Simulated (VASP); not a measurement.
**TiO2: single point with LDA**

TiO2:

```
Ti O
1.0
     2.59315   -2.59374    0.00000
     2.59315    2.59374    0.00000
    -2.52367    0.00000    4.59654
Ti O
2 4
Direct
  0.13411 0.86589 0.25000
  0.86589 0.13411 0.75000
  0.33122 0.08876 0.66715
  0.66878 0.91124 0.33285
  0.91124 0.66878 0.83285
  0.08876 0.33122 0.16715
```

- Program: VASP 6.6.1
- Task: single point
- Functional: LDA
- Potentials or basis: VASP PAW LDA potentials, release 64 (Ti_sv, O_h)
- Cutoff: 910 eV
- k mesh: 6 × 6 × 4
- Occupations: gaussian, width 0.01 eV
- Spin: no spin polarisation

```json
{
 "Pressure": "19.0 GPa",
 "Largest force": "0.520 eV/Å",
 "Band gap on the k mesh": "2.21 eV (least direct gap 2.53 eV)"
}
```

Forces on the atoms (eV/Å):
```
Ti   0.000  0.224  0.000
Ti   0.000 -0.224  0.000
O   -0.102  0.100  0.500
O    0.102 -0.100 -0.500
O    0.102  0.100 -0.500
O   -0.102 -0.100  0.500
```

Stress tensor (GPa, compression positive):
```
18.43  0.00  0.83
 0.00 18.32  0.00
 0.83  0.00 20.15
```

Levels at points of the mesh, in eV from the valence-band top:
```
           k point  band 22  band 23  band 24  band 25  band 26  band 27
(0.00, 0.00, 0.00)    -0.61    -0.57    -0.56     2.21     3.16     4.47
(0.50, 0.00, 0.00)    -1.15    -0.70    -0.59     3.67     3.89     3.94
(0.50, 0.50, 0.00)    -2.09     0.00     0.00     3.75     3.79     4.13
(0.00, 0.00, 0.50)    -1.26    -0.05    -0.05     2.66     2.66     4.26
(0.50, 0.00, 0.50)    -1.13    -0.69    -0.60     3.49     4.04     4.06
(0.50, 0.50, 0.50)    -2.29    -0.02    -0.02     3.78     3.78     4.34
```

Run time: 2.1 min on 1 thread of AMD EPYC 9R45 96-Core Processor (Zen 5), with other jobs on the host, peak memory 0.28 GiB.

Caveat: the cutoff is under 1.25 times the usual one of these potentials, so pressure, stress and relaxed cells hold a basis-set (Pulay) error; the cell stands under pressure. A k mesh can miss the band edges.
